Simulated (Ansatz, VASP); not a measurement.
Two plane-wave programs on PbO

The input INCAR:

```
SYSTEM = PbO
ALGO = Normal ; EDIFF = 1E-7
ENCUT = 520 ; GGA = PE
ISIF = 2 ; ISMEAR = 0
LASPH = .TRUE. ; LCHARG = .FALSE.
LREAL = .FALSE. ; LWAVE = .FALSE.
NBANDS = 28 ; NELM = 80
PREC = Accurate ; SIGMA = 0.05
```

KPOINTS

```
k-points
0
G
  8 8 6
  0 0 0
```

POSCAR

```
PbO
1.0
    4.0340160000      0.0000000000      0.0000000000
    0.0000000000      4.0340160000      0.0000000000
    0.0000000000      0.0000000000      4.9466700000
Pb O
2 2
Direct
    0.0000000000      0.5000000000      0.2351000000
    0.5000000000      0.0000000000      0.7649000000
    0.0000000000      0.0000000000      0.0000000000
    0.5000000000      0.5000000000      0.0000000000
```

Input for Ansatz:

```yaml
crystal:
  lattice:
    - [4.034016, 0.0, 0.0]
    - [0.0, 4.034016, 0.0]
    - [0.0, 0.0, 4.94667]
  atoms:
    - { symbol: Pb, position: [0.0, 0.5, 0.2351] }
    - { symbol: Pb, position: [0.5, 0.0, 0.7649] }
    - { symbol: O, position: [0.0, 0.0, 0.0] }
    - { symbol: O, position: [0.5, 0.5, 0.0] }
basis:
  ecutwfc: 420
kpoints:
  mp_grid: { grid: [8, 8, 6] }
hamiltonian:
  xc: pbe
scf:
  occupations: { method: gaussian, width: 0.05 }
output:
  forces: true
  stress: true
  eigenvalues: true
```

Change from the starting cell: strain +0.015 along x and y, -0.015 along z, atoms carried along.

Alike in both runs: task single point; functional PBE; k mesh 8 × 8 × 6; occupations gaussian, width 0.05 eV; no spin polarisation.

|  | VASP | Ansatz |
| --- | --- | --- |
| version | VASP 6.6.1 | Ansatz 0.2.0 |
| potentials or method | VASP PAW PBE potentials, release 64 (Pb_d, O), cutoff 520 eV | scalar-relativistic, plane waves, PAW |
| valence electrons in the cell | 40 | 40 |

Ansatz gave:

| Property | Result |
| --- | --- |
| gap on the k mesh at the Fermi level (eV) | 1.33 |
| least direct gap on the mesh (eV) | 2.28 |
| pressure (GPa) | 3.2 |
| traceless stress, the component that is largest in VASP (GPa) | 0.31 |
| rms of the force components (eV/Å) | 0.141 |

Question: What did VASP give for the same quantities?

Answer: gap on the k mesh at the Fermi level (eV): 1.34; least direct gap on the mesh (eV): 2.26; pressure (GPa): 3.3; traceless stress, the component that is largest in VASP (GPa): 0.28; rms of the force components (eV/Å): 0.158.

Atom by atom the forces differ by 0.017 eV/Å (rms over components). The functional is the same, so the differences come from potentials, cutoffs and numerics.

Neither program's run includes spin-orbit coupling.
